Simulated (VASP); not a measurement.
Here is a VASP 6.6.1 calculation.

INCAR

```
SYSTEM = Be
ALGO     = Normal         ! electronic algorithm
EDIFF    = 1E-7           ! SCF threshold, eV
ENCUT    = 520            ! plane-wave cutoff, eV
GGA      = PE             ! functional
ISIF     = 2              ! what is computed and relaxed
ISMEAR   = 0              ! smearing method
LASPH    = .True.         ! aspherical terms in the spheres
LCHARG   = .True.         ! write CHGCAR
LELF     = .True.         ! ELF
LREAL    = Auto         
LVHAR    = .True.       
LWAVE    = .False.        ! write WAVECAR
NBANDS   = 31             ! bands
NELM     = 80             ! most SCF steps
PREC     = Accurate       ! precision mode
SIGMA    = 0.15           ! smearing width, eV
```

KPOINTS

```
k-points
0
Gamma
  5 5 3
  0 0 0
```

POSCAR

```
Be
1.0
   -2.2900000000     -3.9663960000      0.0000000000
    3.4350000000     -1.9831980000      0.0000000000
    0.0000000000      0.0000000000      7.1768600000
Be
17
Direct
    0.7507884179      0.4895203718      0.0037265601
    0.4455751786      0.2003997552      0.2144028168
    0.8478116330      0.6053527335      0.5065472923
    0.5429465358      0.3158313150      0.7174701750
    0.5267785420     -0.0266006227     -0.0321288140
    0.1469340247      0.9029443717      0.3602331660
    0.5075348648     -0.0686876739      0.4803989488
    0.2366111693      0.8204845932      0.7073193569
    0.2825989611      0.4657536015     -0.0364903314
    0.0070028298      0.3822714644      0.2475698286
    0.2868718481      0.4240825421      0.4734564977
    0.0114247865      0.3395373395      0.7575473118
    0.0579611551     -0.0153065371      0.0144543714
    0.7860450786      0.8751470829      0.2408588157
   -0.1086952700      0.1130101402      0.5258692520
    0.7685834382      0.8333528598      0.7536878245
    0.4028437796      0.6926262752      0.1948721307
```

Potentials or basis: VASP PAW PBE potentials, release 64 (Be).

The run is started by

```console
$ cat potpaw_PBE.64/Be/POTCAR > POTCAR
$ mpirun -np 1 vasp_std > vasp.out
```

(1) Predict the band gap on the k mesh.

(2) What does it give for the pressure?

(3) Estimate the largest force.

Results:

(1) zero (band 17 reaches 7.61 eV, above the bottom of band 18 at 6.54 eV).

(2) 12.1 GPa.

(3) 0.035 eV/Å.
